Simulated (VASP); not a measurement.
# Sb (I4/mmm) in VASP: a series of runs

Sb is run at these levels: PBE; tasks: single point.

All numbers are computed with VASP 6.6.1; they aren't measurements. Logs are shortened: lines on timing, memory, paths and dates and some standing lists are left out, and cuts for length are marked.

### 1 The cell of the first run

Symmetry: I4/mmm, No. 139, tetragonal system. Conventional cell: a = 3.329 Å, b = 3.329 Å, c = 4.867 Å, α = 90.00°, β = 90.00°, γ = 90.00°. Sb (site symmetry 4/mmm) has 12 Sb at 3.33 to 3.39 Å within 4.4 Å.

### 2 Single point, PBE

The input, INCAR:

```
SYSTEM = Sb
PREC = Accurate
ENCUT = 520
EDIFF = 1E-6
ISMEAR = 0
SIGMA = 0.15
LREAL = .False.
LASPH = .True.
NELM = 80
ALGO = Normal
ISIF = 2
LWAVE = .False.
LCHARG = .False.
GGA = PE
NBANDS = 8
```

The input, KPOINTS:

```
Automatic mesh
0
Gamma
  24 24 24
  0 0 0
```

The input, POSCAR:

```
Sb
1.0
   -1.6643017481      1.6643017481      2.4334687643
    1.6643017481     -1.6643017481      2.4334687643
    1.6643017481      1.6643017481     -2.4334687643
Sb
1
Direct
    0.0000000000      0.0000000000      0.0000000000
```

Potentials or basis: VASP PAW PBE potentials, release 64 (Sb).

The run is started by

```console
$ cat potpaw_PBE.64/Sb/POTCAR > POTCAR
$ mpirun -np 1 vasp_std > vasp.out
```

OUTCAR:

```text
SYSTEM = Sb
   PREC = Accurate
   ENCUT = 520
   EDIFF = 1E-6
   ISMEAR = 0
   LREAL = .False.
   LASPH = .True.
   NELM = 80
   ISIF = 2
   GGA = PE

 ion  position               nearest neighbor table
   1  0.000  0.000  0.000-

  LATTYP: Found a body centered tetragonal cell.
 ALAT       =     3.3286034962
 C/A-ratio  =     1.4621559865

  Lattice vectors:

 A1 = (  -1.6643017481,   1.6643017481,   2.4334687643)
 A2 = (   1.6643017481,  -1.6643017481,   2.4334687643)
 A3 = (   1.6643017481,   1.6643017481,  -2.4334687643)

Analysis of symmetry for initial positions (statically):
=====================================================================
 Subroutine PRICEL returns:
 Original cell was already a primitive cell.

 Routine SETGRP: Setting up the symmetry group for a
 body centered tetragonal supercell.

 Subroutine GETGRP returns: Found 16 space group operations
 (whereof 16 operations were pure point group operations)
 out of a pool of 16 trial point group operations.

The static configuration has the point symmetry D_4h.

Analysis of symmetry for dynamics (positions and initial velocities):
=====================================================================
 Subroutine PRICEL returns:
 Original cell was already a primitive cell.

 Routine SETGRP: Setting up the symmetry group for a
 body centered tetragonal supercell.

 Subroutine GETGRP returns: Found 16 space group operations
 (whereof 16 operations were pure point group operations)
 out of a pool of 16 trial point group operations.

The dynamic configuration has the point symmetry D_4h.

 Subroutine INISYM returns: Found 16 space group operations
 (whereof 16 operations are pure point group operations),
 and found     1 'primitive' translations

----------------------------------------------------------------------------------------

                                     Primitive cell

  volume of cell :      26.9619

  direct lattice vectors                    reciprocal lattice vectors
    -1.664301748  1.664301748  2.433468764     0.000000000  0.300426290  0.205468016
     1.664301748 -1.664301748  2.433468764     0.300426290  0.000000000  0.205468016
     1.664301748  1.664301748 -2.433468764     0.300426290  0.300426290  0.000000000

  length of vectors
     3.385494180  3.385494180  3.385494180     0.363968490  0.363968490  0.424866934

  position of ions in fractional coordinates (direct lattice)
     0.000000000  0.000000000  0.000000000

  ion indices of the primitive-cell ions
   primitive index   ion index
                 1           1

----------------------------------------------------------------------------------------

 KPOINTS: Automatic mesh

Automatic generation of k-mesh.
 Grid dimensions read from file:
 generate k-points for:   24   24   24

 Generating k-lattice:

  Cartesian coordinates                     Fractional coordinates (reciprocal lattice)
     0.000000000  0.012517762  0.008561167     0.041666667  0.000000000  0.000000000
     0.012517762  0.000000000  0.008561167     0.000000000  0.041666667  0.000000000
     0.012517762  0.012517762  0.000000000     0.000000000  0.000000000  0.041666667

  Length of vectors
     0.015165354  0.015165354  0.017702789

  Shift w.r.t. Gamma in fractional coordinates (k-lattice)
     0.000000000  0.000000000  0.000000000

 Subroutine IBZKPT returns following result:
 ===========================================

 Found   1063 irreducible k-points:

 Following reciprocal coordinates:
            Coordinates               Weight
  0.000000  0.000000  0.000000      1.000000
  0.041667  0.000000  0.000000      8.000000
  0.083333 -0.000000  0.000000      8.000000
  0.125000  0.000000 -0.000000      8.000000
  0.166667  0.000000  0.000000      8.000000
  0.208333  0.000000 -0.000000      8.000000
[... 16 lines left out ...]
  0.416667  0.041667  0.000000     16.000000
  0.458333  0.041667  0.000000     16.000000
 [... further k-points ...]
   k-points           NKPTS =   1063   k-points in BZ     NKDIM =   1063   number of bands    NBANDS=      8
   number of dos      NEDOS =    301   number of ions     NIONS =      1
   total plane-waves  NPLWV =  21952
   dimension x,y,z NGX =    28 NGY =   28 NGZ =   28
   dimension x,y,z NGXF=    56 NGYF=   56 NGZF=   56
   ions per type =               1
   NGX,Y,Z   is equivalent  to a cutoff of  13.75, 13.75, 13.75 a.u.
   NGXF,Y,Z  is equivalent  to a cutoff of  27.50, 27.50, 27.50 a.u.
 SYSTEM =  Sb
   PREC   = accura    normal or accurate (medium, high low for compatibility)
   ISTART =      0    job   : 0-new  1-cont  2-samecut
   ICHARG =      2    charge: 1-file 2-atom 10-const
   ISPIN  =      1    spin polarized calculation?
   LNONCOLLINEAR =      F non collinear calculations
   LSORBIT =      F    spin-orbit coupling
   LASPH  =      T    aspherical Exc in radial PAW
   ENCUT  =  520.0 eV  38.22 Ry    6.18 a.u.   6.29  6.29  6.29*2*pi/ulx,y,z
   NELM   =     80;   NELMIN=  2; NELMDL= -5     # of ELM steps
   EDIFF  = 0.1E-05   stopping-criterion for ELM
   LREAL  =      F    real-space projection
   EDIFFG = 0.1E-04   stopping-criterion for IOM
   NSW    =      0    number of steps for IOM
   IBRION =     -1    ionic relax: 0-MD 1-quasi-New 2-CG
   NFREE  =      0    steps in history (QN), initial steepest desc. (CG)
   ISIF   =      2    stress and relaxation
   ISYM   =      2    0-nonsym 1-usesym 2-fastsym
   POTIM  = 0.5000    time-step for ionic-motion
   TEBEG  =    0.0;   TEEND  =   0.0 temperature during run
   PSTRESS=    0.0 pullay stress
   NELECT =       5.0000    total number of electrons
   NUPDOWN=      -1.0000    fix difference up-down
   EMIN   =  10.00;   EMAX   =-10.00  energy-range for DOS
   EFERMI =   0.00;   METHOD = LEGACY
   ISMEAR =     0;   SIGMA  =   0.15  broadening in eV -4-tet -1-fermi 0-gaus
   EFERMI_NEDOS =   21; number of points for ismear=-14 and -15
   IALGO  =     38    algorithm
   IMIX   =      4    mixing-type and parameters
     AMIX     =   0.40;   BMIX     =  1.00
     AMIX_MAG =   1.60;   BMIX_MAG =  1.00
  volume/ion in A,a.u.               =      26.96       181.95
  Fermi-wavevector in a.u.,A,eV,Ry     =   0.933573  1.764197 11.858269  0.871558
  Thomas-Fermi vector in A             =   2.060288
   LORBIT       =      0    0 simple, 1 ext, 2 COOP (PROOUT), +10 PAW based schemes
   GGA     = PE    functional components
   LHFCALC =     F    Hartree Fock is set to
   AEXX    =    0.0000 exact exchange contribution
   IVDW    =     0    specifies the selected vdW correction
   LEPSILON=     F    determine dielectric tensor
   LRPA    =     F    only Hartree local field effects (RPA)
 non-spin polarized calculation
 Gauss-broadening in eV      SIGMA  =   0.15
  energy-cutoff  :      520.00
  volume of cell :       26.96
 maximum number of plane-waves:       738
 NGX is ok and might be reduce to    28
   NGX = 13   NGY = 13   NGZ = 13

 number of electron       5.0000000 magnetization

 Free energy of the ion-electron system (eV)
  ---------------------------------------------------
  ext. energy  EPLUGINS =         0.00000000
  ---------------------------------------------------
  free energy    TOTEN  =        -3.82586544 eV

  energy without entropy =       -3.81830447  energy(sigma->0) =       -3.82208495

 E-fermi :   8.5217     XC(G=0): -10.2279

 val. band max:        8.5121469967   @ k =  -0.2083   0.5000   0.1667
 cond. band min:       8.5223286626   @ k =  -0.2083  -0.4167   0.0417
 fundamental gap:      0.0101816659
 Fermi energy:         8.5216684950

 k-point     1 :       0.0000    0.0000    0.0000
  band No.  band energies     occupation
      1      -4.4076      2.00000
      2      13.8169      0.00000
      3      13.8178      0.00000
      4      13.8178      0.00000
      5      18.3209      0.00000
      6      18.5401      0.00000
      7      18.5401      0.00000
      8      18.7635      0.00000

 k-point     2 :       0.0417    0.0000    0.0000
  band No.  band energies     occupation
      1      -4.3732      2.00000
      2      13.4604      0.00000
      3      13.7615      0.00000
      4      13.7780      0.00000
      5      17.9584      0.00000
      6      18.4728      0.00000
      7      18.6147      0.00000
      8      19.5235      0.00000

 k-point     3 :       0.0833   -0.0000    0.0000
  band No.  band energies     occupation
      1      -4.2702      2.00000
      2      12.5671      0.00000
      3      13.6083      0.00000
      4      13.6676      0.00000
      5      17.5551      0.00000
      6      18.6847      0.00000
      7      18.8234      0.00000
      8      20.3923      0.00000

 k-point     4 :       0.1250    0.0000   -0.0000
  band No.  band energies     occupation
      1      -4.0991      2.00000
      2      11.4172      0.00000
      3      13.3890      0.00000
      4      13.5082      0.00000
      5      17.2603      0.00000
      6      18.9410      0.00000
      7      19.1170      0.00000
      8      20.7789      0.00000

 k-point     5 :       0.1667    0.0000    0.0000
  band No.  band energies     occupation
      1      -3.8605      2.00000
      2      10.1772      0.00000
      3      13.1368      0.00000
      4      13.3238      0.00000
      5      17.0304      0.00000
      6      19.0359      0.00000
      7      19.3843      0.00000
      8      20.6300      0.00000
[... 177 lines left out ...]
 k-point    22 :       0.3750    0.0417    0.0000
  band No.  band energies     occupation
      1      -1.5758      2.00000
      2       4.1804      2.00000
      3      11.8188      0.00000
      4      12.3451      0.00000
      5      16.7309      0.00000
      6      17.3432      0.00000
      7      17.9012      0.00000
      8      19.5668      0.00000

 k-point    23 :       0.4167    0.0417    0.0000
  band No.  band energies     occupation
      1      -1.0822      2.00000
      2       3.3817      2.00000
      3      11.7615      0.00000
      4      12.2270      0.00000
      5      16.6967      0.00000
      6      17.2315      0.00000
      7      17.7594      0.00000
      8      19.2841      0.00000

 k-point    24 :       0.4583    0.0417    0.0000
  band No.  band energies     occupation
      1      -0.7184      2.00000
      2       2.8519      2.00000
      3      11.7260      0.00000
      4      12.1677      0.00000
      5      16.6491      0.00000
      6      17.2088      0.00000
      7      17.7124      0.00000
      8      19.0882      0.00000

 [... further k-points ...]

------------------------ aborting loop because EDIFF is reached ----------------------------------------

  FORCE on cell =-STRESS in cart. coord.  units (eV):
  Direction    XX          YY          ZZ          XY          YZ          ZX
  --------------------------------------------------------------------------------------
  -------------------------------------------------------------------------------------
  Total        0.1532956      0.1532956      0.2158610      0.0000000      0.0000000      0.0000000
  in kB        9.1094099      9.1094099     12.8272900      0.0000000      0.0000000      0.0000000
  external PRESSURE =      10.3487032 kB  Pullay stress =       0.0000000 kB

 VOLUME and BASIS-vectors are now :
 -----------------------------------------------------------------------------
  energy-cutoff  :      520.00
  volume of cell :       26.96
      direct lattice vectors                 reciprocal lattice vectors
    -1.664301748  1.664301748  2.433468764     0.000000000  0.300426290  0.205468016
     1.664301748 -1.664301748  2.433468764     0.300426290  0.000000000  0.205468016
     1.664301748  1.664301748 -2.433468764     0.300426290  0.300426290  0.000000000

 POSITION                                       TOTAL-FORCE (eV/Angst)
 -----------------------------------------------------------------------------------
      0.00000      0.00000      0.00000         0.000000     -0.000000      0.000000
 -----------------------------------------------------------------------------------
    total drift:                                0.000000      0.000000      0.000000

  FREE ENERGIE OF THE ION-ELECTRON SYSTEM (eV)
  ---------------------------------------------------
  free  energy   TOTEN  =        -3.8258654356 eV

  energy  without entropy=       -3.8183044742  energy(sigma->0) =       -3.82208495
```

Run time: 4.3 min. Hardware: 1 thread of Intel Xeon 8259CL, shared host; peak memory 0.35 GiB.

What came out:

* Free energy: -3.8259 eV
* Pressure: 1.0 GPa
* Band gap on the k mesh: zero (an odd number of electrons rules out a gap without spin polarisation)

Stress tensor (GPa, compression positive):
```
0.91 0.00 0.00
0.00 0.91 0.00
0.00 0.00 1.28
```

Caveat: spin-orbit coupling is left out, which moves the levels of the heavy elements.

### 3 Single point, PBE

The input, INCAR:

```
PREC     = Accurate       # precision mode
ENCUT    = 520            # plane-wave cutoff, eV
EDIFF    = 1E-7           # SCF threshold, eV
ISMEAR   = 0              # smearing method
SIGMA    = 0.15           # smearing width, eV
LREAL    = F              # projectors in reciprocal space
LASPH    = T              # aspherical terms in the spheres
NELM     = 100            # most SCF steps
ALGO     = Normal         # electronic algorithm
ISIF     = 2              # what is computed and relaxed
LWAVE    = F              # write WAVECAR
LCHARG   = F              # write CHGCAR
GGA      = PE             # functional
NBANDS   = 8              # bands
```

The input, KPOINTS:

```
Automatic mesh
0
Gamma
  24 24 24
```

The input, POSCAR:

```
Sb
1.0
   -1.6982764303      1.6982764303      2.3370776934
    1.6982764303     -1.6982764303      2.3370776934
    1.6982764303      1.6982764303     -2.3370776934
Sb
1
Direct
    0.0000000000      0.0000000000      0.0000000000
```

Potentials or basis: VASP PAW PBE potentials, release 64 (Sb).

The run is started by

```console
$ cat potpaw_PBE.64/Sb/POTCAR > POTCAR
$ mpirun -np 1 vasp_std > vasp.out
```

Wall time 5.6 min (1 thread of Intel Xeon 8259CL, shared host); peak memory 0.35 GiB.

Results (log left out):

```yaml
Free_energy: -3.8258 eV
Pressure: 1.0 GPa
Band_gap_on_the_k_mesh: zero (an odd number of electrons rules out a gap without spin polarisation)
```

Stress tensor (GPa, compression positive):
```
1.16 0.00 0.00
0.00 1.16 0.00
0.00 0.00 0.72
```

Levels at points of the mesh, in eV from the Fermi level:
```csv
k point,band 1,band 2,band 3,band 4,band 5
"(0.00, 0.00, 0.00)",-12.93,5.28,5.30,5.30,9.88
"(0.50, 0.00, 0.00)",-9.18,-5.82,3.40,3.81,8.08
"(0.50, 0.50, 0.00)",-7.68,-5.00,0.38,0.58,4.25
"(0.50, 0.50, 0.50)",-7.34,-4.78,0.14,0.14,3.90
```

Caveat: spin-orbit coupling is left out, which moves the levels of the heavy elements.
